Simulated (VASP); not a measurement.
# YN: single point with PBE

Crystal: YN.

```
Y N
1.0
     0.00000    2.43850    2.43850
     2.43850    0.00000    2.43850
     2.43850    2.43850    0.00000
Y N
1 1
Direct
  0.00000 0.00000 0.00000
  0.50000 0.50000 0.50000
```

```
Program             : VASP 6.6.1
Task                : single point
Functional          : PBE
Potentials or basis : VASP PAW PBE potentials, release 64 (Y_sv, N)
Cutoff              : 600 eV
k mesh              : 9 × 9 × 9
Occupations         : fermi-dirac, width 0.03 eV
Spin                : non-collinear spin, zero start, spin-orbit coupling
Starting moments    : [[0.0, 0.0, 0.0], [0.0, 0.0, 0.0]] μB
```

- Pressure: 2.7 GPa
- Net moment: 0.00 μB per cell
- Valence electrons inside the program's atomic spheres: Y 9.92; N 3.65

Moments on the atoms (μB; x, y, z):
```
Y   0.00 0.00 0.00
N   0.00 0.00 0.00
```

Wall time 86 s on 1 thread of Intel(R) Xeon(R) Platinum 8259CL CPU @ 2.50GHz (Skylake/Cascade Lake), with other jobs on the host, peak memory 0.29 GiB.
